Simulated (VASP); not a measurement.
# Hf2Si (I4/mcm) in VASP: further runs

The runs below take Hf2Si through single point, relaxation of cell and atoms, with PBEsol.

All numbers are computed with VASP 6.6.1; they aren't measurements. Logs are shortened: lines on timing, memory, paths and dates and some standing lists are left out, and cuts for length are marked.

### Step 1. The cell of the first run

Symmetry: I4/mcm, No. 140, tetragonal system. The conventional cell has a = 6.511 Å, b = 6.511 Å, c = 5.143 Å, α = 90.00°, β = 90.00°, γ = 90.00°. Hf (site symmetry m2m) has 4 Si at 2.77 Å and 11 Hf at 2.89 to 3.47 Å within 3.7 Å. Within 3.4 Å of Si (site symmetry 422) lie 2 Si at 2.57 Å and 8 Hf at 2.77 Å.

### Step 2. Single point, PBEsol

Input file INCAR:

```
ALGO     = Fast           # electronic algorithm
EDIFF    = 1E-6           # SCF threshold, eV
ENCUT    = 520            # plane-wave cutoff, eV
GGA      = PS             # functional
ISIF     = 2              # what is computed and relaxed
ISMEAR   = 0              # smearing method
LASPH    = T              # aspherical terms in the spheres
LCHARG   = F              # write CHGCAR
LREAL    = F              # projectors in reciprocal space
LWAVE    = F              # write WAVECAR
NBANDS   = 33             # bands
NELM     = 60             # most SCF steps
PREC     = Accurate       # precision mode
SIGMA    = 0.1            # smearing width, eV
```

Input file KPOINTS:

```
k-points
0
Gamma
  10 10 10
```

Input file POSCAR:

```
Hf2Si
1.0
   -3.2553259385      3.2553259385      2.5716076328
    3.2553259385     -3.2553259385      2.5716076328
    3.2553259385      3.2553259385     -2.5716076328
Hf Si
4 2
Direct
    0.8432528485      0.6567471515      0.5000000000
    0.3432528485      0.8432528485      0.1865056970
    0.1567471515      0.3432528485      0.5000000000
    0.6567471515      0.1567471515      0.8134943030
    0.7500000000      0.7500000000      0.0000000000
    0.2500000000      0.2500000000      0.0000000000
```

Potentials or basis: VASP PAW PBE potentials, release 64 (Hf_pv, Si).

Run with:

```bash
$ cat potpaw_PBE.64/Hf_pv/POTCAR potpaw_PBE.64/Si/POTCAR > POTCAR
$ mpirun -np 1 vasp_std > vasp.out
```

OUTCAR:

```text
EDIFF = 1E-6
   ENCUT = 520
   GGA = PS
   ISIF = 2
   ISMEAR = 0
   LASPH = T
   LREAL = F
   NELM = 60
   PREC = Accurate

 ion  position               nearest neighbor table
   1  0.843  0.657  0.500-   5 2.77   5 2.77   6 2.77   6 2.77   3 2.89   3 3.09   3 3.09   4 3.28
                             2 3.28   4 3.28   2 3.28   2 3.47   4 3.47   2 3.47   4 3.47
   2  0.343  0.843  0.187-   5 2.77   6 2.77   6 2.77   5 2.77   4 2.89   4 3.09   4 3.09   3 3.28
                             1 3.28   1 3.28   3 3.28   3 3.47   1 3.47   1 3.47   3 3.47
   3  0.157  0.343  0.500-   6 2.77   6 2.77   5 2.77   5 2.77   1 2.89   1 3.09   1 3.09   4 3.28
                             2 3.28   4 3.28   2 3.28   4 3.47   2 3.47   4 3.47   2 3.47
   4  0.657  0.157  0.813-   6 2.77   5 2.77   5 2.77   6 2.77   2 2.89   2 3.09   2 3.09   3 3.28
                             1 3.28   1 3.28   3 3.28   1 3.47   3 3.47   1 3.47   3 3.47
   5  0.750  0.750  0.000-   6 2.57   6 2.57   2 2.77   4 2.77   2 2.77   1 2.77   4 2.77   1 2.77
                             3 2.77   3 2.77
   6  0.250  0.250  0.000-   5 2.57   5 2.57   3 2.77   4 2.77   2 2.77   3 2.77   4 2.77   2 2.77
                             1 2.77   1 2.77

  LATTYP: Found a body centered tetragonal cell.
 ALAT       =     6.5106518770
 C/A-ratio  =     0.7899693245

  Lattice vectors:

 A1 = (  -3.2553259385,   3.2553259385,   2.5716076328)
 A2 = (   3.2553259385,  -3.2553259385,   2.5716076328)
 A3 = (   3.2553259385,   3.2553259385,  -2.5716076328)

Analysis of symmetry for initial positions (statically):
=====================================================================
 Subroutine PRICEL returns:
 Original cell was already a primitive cell.

 Routine SETGRP: Setting up the symmetry group for a
 body centered tetragonal supercell.

 Subroutine GETGRP returns: Found 16 space group operations
 (whereof  8 operations were pure point group operations)
 out of a pool of 16 trial point group operations.

The static configuration has the point symmetry C_4h.
 The point group associated with its full space group is D_4h.

Analysis of symmetry for dynamics (positions and initial velocities):
=====================================================================
 Subroutine PRICEL returns:
 Original cell was already a primitive cell.

 Routine SETGRP: Setting up the symmetry group for a
 body centered tetragonal supercell.

 Subroutine GETGRP returns: Found 16 space group operations
 (whereof  8 operations were pure point group operations)
 out of a pool of 16 trial point group operations.

The dynamic configuration has the point symmetry C_4h.
 The point group associated with its full space group is D_4h.

 Subroutine INISYM returns: Found 16 space group operations
 (whereof  8 operations are pure point group operations),
 and found     1 'primitive' translations

----------------------------------------------------------------------------------------

                                     Primitive cell

  volume of cell :     109.0068

  direct lattice vectors                    reciprocal lattice vectors
    -3.255325938  3.255325938  2.571607633     0.000000000  0.153594451  0.194430905
     3.255325938 -3.255325938  2.571607633     0.153594451  0.000000000  0.194430905
     3.255325938  3.255325938 -2.571607633     0.153594451  0.153594451  0.000000000

  length of vectors
     5.273277894  5.273277894  5.273277894     0.247779402  0.247779402  0.217215356

  position of ions in fractional coordinates (direct lattice)
     0.843252849  0.656747151  0.500000000
     0.343252849  0.843252849  0.186505697
     0.156747151  0.343252849  0.500000000
     0.656747151  0.156747151  0.813494303
     0.750000000  0.750000000  0.000000000
     0.250000000  0.250000000  0.000000000

  ion indices of the primitive-cell ions
   primitive index   ion index
                 1           1
                 2           2
                 3           3
                 4           4
                 5           5
                 6           6

----------------------------------------------------------------------------------------

 KPOINTS: k-points

Automatic generation of k-mesh.
 Grid dimensions read from file:
 generate k-points for:   10   10   10

 Generating k-lattice:

  Cartesian coordinates                     Fractional coordinates (reciprocal lattice)
     0.000000000  0.015359445  0.019443091     0.100000000  0.000000000  0.000000000
     0.015359445  0.000000000  0.019443091     0.000000000  0.100000000  0.000000000
     0.015359445  0.015359445  0.000000000     0.000000000  0.000000000  0.100000000

  Length of vectors
     0.024777940  0.024777940  0.021721536

  Shift w.r.t. Gamma in fractional coordinates (k-lattice)
     0.000000000  0.000000000  0.000000000

 Subroutine IBZKPT returns following result:
 ===========================================

 Found    102 irreducible k-points:

 Following reciprocal coordinates:
            Coordinates               Weight
  0.000000  0.000000  0.000000      1.000000
  0.100000 -0.000000  0.000000      8.000000
  0.200000 -0.000000  0.000000      8.000000
  0.300000 -0.000000  0.000000      8.000000
  0.400000 -0.000000  0.000000      8.000000
  0.500000  0.000000  0.000000      4.000000
[... 16 lines left out ...]
  0.300000  0.300000  0.000000      8.000000
  0.400000  0.300000  0.000000     16.000000
 [... further k-points ...]
   k-points           NKPTS =    102   k-points in BZ     NKDIM =    102   number of bands    NBANDS=     33
   number of dos      NEDOS =    301   number of ions     NIONS =      6
   total plane-waves  NPLWV =  64000
   dimension x,y,z NGX =    40 NGY =   40 NGZ =   40
   dimension x,y,z NGXF=    80 NGYF=   80 NGZF=   80
   ions per type =               4   2
   NGX,Y,Z   is equivalent  to a cutoff of  12.61, 12.61, 12.61 a.u.
   NGXF,Y,Z  is equivalent  to a cutoff of  25.22, 25.22, 25.22 a.u.
 SYSTEM =  unknown system
   PREC   = accura    normal or accurate (medium, high low for compatibility)
   ISTART =      0    job   : 0-new  1-cont  2-samecut
   ICHARG =      2    charge: 1-file 2-atom 10-const
   ISPIN  =      1    spin polarized calculation?
   LNONCOLLINEAR =      F non collinear calculations
   LSORBIT =      F    spin-orbit coupling
   LASPH  =      T    aspherical Exc in radial PAW
   ENCUT  =  520.0 eV  38.22 Ry    6.18 a.u.   9.80  9.80  9.80*2*pi/ulx,y,z
   NELM   =     60;   NELMIN=  2; NELMDL= -5     # of ELM steps
   EDIFF  = 0.1E-05   stopping-criterion for ELM
   LREAL  =      F    real-space projection
   EDIFFG = 0.1E-04   stopping-criterion for IOM
   NSW    =      0    number of steps for IOM
   IBRION =     -1    ionic relax: 0-MD 1-quasi-New 2-CG
   NFREE  =      0    steps in history (QN), initial steepest desc. (CG)
   ISIF   =      2    stress and relaxation
   ISYM   =      2    0-nonsym 1-usesym 2-fastsym
   POTIM  = 0.5000    time-step for ionic-motion
   TEBEG  =    0.0;   TEEND  =   0.0 temperature during run
   PSTRESS=    0.0 pullay stress
   NELECT =      48.0000    total number of electrons
   NUPDOWN=      -1.0000    fix difference up-down
   EMIN   =  10.00;   EMAX   =-10.00  energy-range for DOS
   EFERMI =   0.00;   METHOD = LEGACY
   ISMEAR =     0;   SIGMA  =   0.10  broadening in eV -4-tet -1-fermi 0-gaus
   EFERMI_NEDOS =   21; number of points for ismear=-14 and -15
   IALGO  =     68    algorithm
   IMIX   =      4    mixing-type and parameters
     AMIX     =   0.40;   BMIX     =  1.00
     AMIX_MAG =   1.60;   BMIX_MAG =  1.00
  volume/ion in A,a.u.               =      18.17       122.60
  Fermi-wavevector in a.u.,A,eV,Ry     =   1.245482  2.353619 21.105694  1.551225
  Thomas-Fermi vector in A             =   2.379702
   LORBIT       =      0    0 simple, 1 ext, 2 COOP (PROOUT), +10 PAW based schemes
   GGA     = PS    functional components
   LHFCALC =     F    Hartree Fock is set to
   AEXX    =    0.0000 exact exchange contribution
   IVDW    =     0    specifies the selected vdW correction
   LEPSILON=     F    determine dielectric tensor
   LRPA    =     F    only Hartree local field effects (RPA)
 non-spin polarized calculation
 RMM-DIIS sequential band-by-band and
 Gauss-broadening in eV      SIGMA  =   0.10
  energy-cutoff  :      520.00
  volume of cell :      109.01
 maximum number of plane-waves:      2954
   NGX = 19   NGY = 19   NGZ = 19

 number of electron      47.9999999 magnetization

 Free energy of the ion-electron system (eV)
  ---------------------------------------------------
  ext. energy  EPLUGINS =         0.00000000
  ---------------------------------------------------
  free energy    TOTEN  =       -58.30325634 eV

  energy without entropy =      -58.29164043  energy(sigma->0) =      -58.29744839

 E-fermi :   6.1004     XC(G=0): -11.7250

 val. band max:        6.1000437987   @ k =   0.4000   0.2000   0.1000
 cond. band min:       6.1065168461   @ k =   0.4000   0.1000   0.0000
 fundamental gap:      0.0064730474
 Fermi energy:         6.1004484146

 k-point     1 :       0.0000    0.0000    0.0000
  band No.  band energies     occupation
      1     -24.1211      2.00000
      2     -24.1094      2.00000
      3     -23.9890      2.00000
      4     -23.9890      2.00000
      5     -23.9556      2.00000
      6     -23.9556      2.00000
[... 25 lines left out ...]
     32       9.5867      0.00000
     33      10.4362      0.00000

 k-point     2 :       0.1000   -0.0000    0.0000
  band No.  band energies     occupation
      1     -24.1359      2.00000
      2     -24.1102      2.00000
      3     -24.0173      2.00000
      4     -24.0093      2.00000
      5     -23.9268      2.00000
      6     -23.9190      2.00000
[... 25 lines left out ...]
     32       9.9736      0.00000
     33      10.6121      0.00000
[... 754 lines left out ...]
     32      10.1242      0.00000
     33      10.5254      0.00000

 k-point    24 :       0.4000    0.3000    0.0000
  band No.  band energies     occupation
      1     -24.2048      2.00000
      2     -24.0668      2.00000
      3     -24.0394      2.00000
      4     -24.0015      2.00000
      5     -23.9186      2.00000
      6     -23.8759      2.00000
[... 25 lines left out ...]
     32      10.4412      0.00000
     33      10.5833      0.00000

 [... further k-points ...]

------------------------ aborting loop because EDIFF is reached ----------------------------------------

  FORCE on cell =-STRESS in cart. coord.  units (eV):
  Direction    XX          YY          ZZ          XY          YZ          ZX
  --------------------------------------------------------------------------------------
  -------------------------------------------------------------------------------------
  Total       -0.1048772     -0.1048772     -0.1317212      0.0000000      0.0000000      0.0000000
  in kB       -1.5414801     -1.5414801     -1.9360319      0.0000000      0.0000000      0.0000000
  external PRESSURE =      -1.6729974 kB  Pullay stress =       0.0000000 kB

 VOLUME and BASIS-vectors are now :
 -----------------------------------------------------------------------------
  energy-cutoff  :      520.00
  volume of cell :      109.01
      direct lattice vectors                 reciprocal lattice vectors
    -3.255325938  3.255325938  2.571607633     0.000000000  0.153594451  0.194430905
     3.255325938 -3.255325938  2.571607633     0.153594451  0.000000000  0.194430905
     3.255325938  3.255325938 -2.571607633     0.153594451  0.153594451  0.000000000

 POSITION                                       TOTAL-FORCE (eV/Angst)
 -----------------------------------------------------------------------------------
      1.02053      2.23480      2.57161        -0.006753      0.006753      0.000000
      2.23480     -1.02053      2.57161         0.006753      0.006753     -0.000000
      2.23480      1.02053      0.00000         0.006753     -0.006753      0.000000
      1.02053      4.27585      0.00000        -0.006753     -0.006753      0.000000
      0.00000      0.00000      3.85741         0.000000     -0.000000      0.000000
      0.00000      0.00000      1.28580         0.000000     -0.000000      0.000000
 -----------------------------------------------------------------------------------
    total drift:                               -0.000000     -0.000000      0.000000

  FREE ENERGIE OF THE ION-ELECTRON SYSTEM (eV)
  ---------------------------------------------------
  free  energy   TOTEN  =       -58.3032563383 eV

  energy  without entropy=      -58.2916404339  energy(sigma->0) =      -58.29744839
```

Run time: 7.6 min. Hardware: 1 thread of AMD EPYC 9R45 (Zen 5), shared host; peak memory 0.4 GiB.

Results:

```yaml
Free_energy: -58.3033 eV
Pressure: -0.2 GPa
Largest_force: 0.010 eV/Å
Band_gap_on_the_k_mesh: zero (band 24 reaches 6.65 eV, above the bottom of band 25 at 5.84 eV)
```

Forces in eV/Å, atoms in the order of the input:
```
Hf  -0.007  0.007  0.000
Hf   0.007  0.007  0.000
Hf   0.007 -0.007  0.000
Hf  -0.007 -0.007  0.000
Si   0.000  0.000  0.000
Si   0.000  0.000  0.000
```

Levels at points of the mesh, in eV from the Fermi level:
```csv
k point,band 20,band 21,band 22,band 23,band 24,band 25,band 26,band 27,band 28,band 29
"(0.00, 0.00, 0.00)",-1.38,-1.29,-1.29,-1.01,-0.89,2.06,2.08,2.10,2.58,2.58
"(0.50, 0.00, 0.00)",-1.10,-0.74,-0.74,-0.53,-0.53,0.21,0.21,1.99,1.99,3.28
"(0.50, 0.50, 0.00)",-2.17,-1.45,-1.08,-0.64,-0.41,1.31,1.37,1.68,2.14,2.97
"(0.50, 0.50, 0.50)",-2.05,-0.90,-0.45,0.02,0.33,0.37,0.37,1.33,1.44,1.75
```

Caveat: the PAW data sets were made with another functional, which shifts forces and pressure a little; spin-orbit coupling is left out, which moves the levels of the heavy elements.

### Step 3. Single point, PBEsol

This run uses another cell than the first one, of 18.47 Å³/atom, 1.017 times its volume.

Input file INCAR:

```
SYSTEM = Hf2Si
PREC     = Accurate       ! precision mode
ENCUT    = 520            ! plane-wave cutoff, eV
EDIFF    = 1E-6           ! SCF threshold, eV
ISMEAR   = 0              ! smearing method
SIGMA    = 0.1            ! smearing width, eV
LREAL    = .False.        ! projectors in reciprocal space
LASPH    = .True.         ! aspherical terms in the spheres
NELM     = 60             ! most SCF steps
ALGO     = Fast           ! electronic algorithm
ISIF     = 2              ! what is computed and relaxed
LWAVE    = .False.        ! write WAVECAR
LCHARG   = .False.        ! write CHGCAR
GGA      = PS             ! functional
NBANDS   = 33             ! bands
```

Input file KPOINTS:

```
regular mesh
0
Gamma
  10 10 10
  0 0 0
```

Input file POSCAR:

```
Hf2Si
1.0
   -3.2753522240      3.2753522240      2.5828233930
    3.2753522240     -3.2753522240      2.5828233930
    3.2753522240      3.2753522240     -2.5828233930
Hf Si
4 2
Direct
    0.8432228206      0.6567771794      0.5000000000
    0.3432228206      0.8432228206      0.1864456412
    0.1567771794      0.3432228206      0.5000000000
    0.6567771794      0.1567771794      0.8135543588
    0.7500000000      0.7500000000      0.0000000000
    0.2500000000      0.2500000000      0.0000000000
```

Potentials or basis: VASP PAW PBE potentials, release 64 (Hf_pv, Si).

Run with:

```bash
$ cat potpaw_PBE.64/Hf_pv/POTCAR potpaw_PBE.64/Si/POTCAR > POTCAR
$ mpirun -np 1 vasp_std > vasp.out
```

Wall time 7.8 min (1 thread of AMD EPYC 9R45 (Zen 5), shared host); peak memory 0.41 GiB.

Results (log left out):

| Item | Value |
| --- | --- |
| Free energy | -58.2876 eV |
| Pressure | -2.6 GPa |
| Largest force | 0.008 eV/Å |
| Band gap on the k mesh | zero (band 24 reaches 6.52 eV, above the bottom of band 25 at 5.73 eV) |

Forces on the atoms (eV/Å):
```
Hf  -0.006  0.006  0.000
Hf   0.006  0.006  0.000
Hf   0.006 -0.006  0.000
Hf  -0.006 -0.006  0.000
Si   0.000  0.000  0.000
Si   0.000  0.000  0.000
```

Stress tensor (GPa, compression positive):
```
-2.67  0.00  0.00
 0.00 -2.67  0.00
 0.00  0.00 -2.42
```

Levels at points of the mesh, in eV from the Fermi level:
| k point | band 20 | band 21 | band 22 | band 23 | band 24 | band 25 | band 26 | band 27 | band 28 | band 29 |
| --- | --- | --- | --- | --- | --- | --- | --- | --- | --- | --- |
| (0.00, 0.00, 0.00) | -1.38 | -1.27 | -1.27 | -0.99 | -0.90 | 2.03 | 2.03 | 2.08 | 2.53 | 2.53 |
| (0.50, 0.00, 0.00) | -1.09 | -0.73 | -0.73 | -0.52 | -0.52 | 0.19 | 0.19 | 1.97 | 1.97 | 3.22 |
| (0.50, 0.50, 0.00) | -2.14 | -1.43 | -1.07 | -0.65 | -0.44 | 1.30 | 1.34 | 1.66 | 2.12 | 2.92 |
| (0.50, 0.50, 0.50) | -2.02 | -0.89 | -0.44 | 0.02 | 0.33 | 0.36 | 0.36 | 1.32 | 1.42 | 1.73 |

Caveat: the PAW data sets were made with another functional, which shifts forces and pressure a little; spin-orbit coupling is left out, which moves the levels of the heavy elements.

### Step 4. Single point, PBEsol (volume scaled by 1.03, then relaxed in part)

Input file INCAR:

```
PREC     = Accurate       # precision mode
ENCUT    = 520            # plane-wave cutoff, eV
EDIFF    = 1E-7           # SCF threshold, eV
ISMEAR   = 0              # smearing method
SIGMA    = 0.1            # smearing width, eV
LREAL    = F              # projectors in reciprocal space
LASPH    = T              # aspherical terms in the spheres
NELM     = 100            # most SCF steps
ALGO     = Fast           # electronic algorithm
ISIF     = 2              # what is computed and relaxed
LWAVE    = F              # write WAVECAR
LCHARG   = F              # write CHGCAR
GGA      = PS             # functional
NBANDS   = 33             # bands
```

Input file KPOINTS:

```
Automatic mesh
0
Gamma
  10 10 10
```

Input file POSCAR:

```
Hf2Si
1.0
   -3.2882556837      3.2882556837      2.5959703586
    3.2882556837     -3.2882556837      2.5959703586
    3.2882556837      3.2882556837     -2.5959703586
Hf Si
4 2
Direct
    0.8431604606      0.6568395394      0.5000000000
    0.3431604606      0.8431604606      0.1863209211
    0.1568395394      0.3431604606      0.5000000000
    0.6568395394      0.1568395394      0.8136790789
    0.7500000000      0.7500000000      0.0000000000
    0.2500000000      0.2500000000      0.0000000000
```

Run with:

```bash
$ cat potpaw_PBE.64/Hf_pv/POTCAR potpaw_PBE.64/Si/POTCAR > POTCAR
$ mpirun -np 1 vasp_std > vasp.out
```

It took 8.8 min on 1 thread of AMD EPYC 9R45 (Zen 5), shared host; peak memory 0.41 GiB.

It converged, with:

- Free energy: -58.2565 eV
- Pressure: -4.4 GPa
- Largest force: 0.008 eV/Å
- Band gap on the k mesh: zero (band 24 reaches 6.42 eV, above the bottom of band 25 at 5.64 eV)

Forces on the atoms (eV/Å):
```
Hf  -0.006  0.006  0.000
Hf   0.006  0.006  0.000
Hf   0.006 -0.006  0.000
Hf  -0.006 -0.006  0.000
Si   0.000  0.000  0.000
Si   0.000  0.000  0.000
```

Levels at points of the mesh, in eV from the Fermi level:
| k point | band 22 | band 23 | band 24 | band 25 | band 26 | band 27 |
| --- | --- | --- | --- | --- | --- | --- |
| (0.00, 0.00, 0.00) | -1.25 | -0.98 | -0.90 | 2.00 | 2.02 | 2.04 |
| (0.50, 0.00, 0.00) | -0.73 | -0.51 | -0.51 | 0.18 | 0.18 | 1.95 |
| (0.50, 0.50, 0.00) | -1.07 | -0.65 | -0.45 | 1.29 | 1.33 | 1.64 |
| (0.50, 0.50, 0.50) | -0.43 | 0.02 | 0.32 | 0.37 | 0.37 | 1.32 |

Caveat: the cell differs from its parent crystal (volume scaled by 1.03, then relaxed in part); the PAW data sets were made with another functional, which shifts forces and pressure a little; spin-orbit coupling is left out, which moves the levels of the heavy elements.

(Part 1 of 2 ends here.)
